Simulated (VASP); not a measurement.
Write the native input for VASP 6.6.1 that does the following.

```
Task                   : single point
Functional             : r2SCAN
Potentials or basis    : VASP PAW PBE potentials, release 64 (V_sv)
Cutoff                 : 520 eV
k mesh                 : 15 × 15 × 4
Occupations            : fermi-dirac, width 0.1 eV
Spin                   : no spin polarisation
Dipole correction      : no
Further INCAR settings : ALGO = Normal; EDIFF = 1e-07; NBANDS = 34
```

Crystal: V.

```
V
1.0
     2.62299    0.00000    0.00000
    -1.31150    2.27158    0.00000
     0.00000    0.00000    9.18433
V
4
Direct
  0.00000 0.00000 0.00000
  0.00000 0.00000 0.50000
  0.33333 0.66667 0.25000
  0.66667 0.33333 0.75000
```

The input as run:

POSCAR

```
V
1.0
    2.6229924713      0.0000000000      0.0000000000
   -1.3114962356      2.2715781141      0.0000000000
    0.0000000000      0.0000000000      9.1843349340
V
4
Direct
    1.0000000000      0.0000000000      0.0000000000
    1.0000000000      1.0000000000      0.5000000000
    0.3333333333      0.6666666667      0.2500000000
    0.6666666667      0.3333333333      0.7500000000
```

INCAR.step1

```
  ALGO = Normal
  EDIFF = 1E-4
  ENCUT = 520
  GGA = PE
  ISMEAR = -1
  LASPH = T
  LCHARG = F
  LREAL = F
  LWAVE = T
  NBANDS = 34
  NELM = 100
  PREC = Accurate
  SIGMA = 0.1
```

INCAR.step2

```
  ALGO = Normal
  EDIFF = 1E-7
  ENCUT = 520
  ISIF = 2
  ISMEAR = -1
  ISTART = 1
  LASPH = T
  LCHARG = F
  LMIXTAU = T
  LREAL = F
  LWAVE = F
  METAGGA = R2SCAN
  NBANDS = 34
  NELM = 100
  PREC = Accurate
  SIGMA = 0.1
```

KPOINTS

```
k-points
0
Gamma
  15 15 4
```

Potentials or basis: VASP PAW PBE potentials, release 64 (V_sv).

Command:

```sh
$ cat potpaw_PBE.64/V_sv/POTCAR > POTCAR
$ cp INCAR.step1 INCAR
$ mpirun -np 1 vasp_std > vasp.out
$ cp INCAR.step2 INCAR
$ mpirun -np 1 vasp_std > vasp.out
```

Results of the run:

```
Pressure               : 0.6 GPa
Band gap on the k mesh : zero (band 26 reaches 10.19 eV, above the bottom of band 27 at 9.19 eV)
```

Caveat: the PAW data sets were made with another functional, which shifts forces and pressure a little.

It took 13 min on 1 thread of Intel(R) Xeon(R) Platinum 8259CL CPU @ 2.50GHz (Skylake/Cascade Lake) (shared host), peak memory 0.24 GiB.
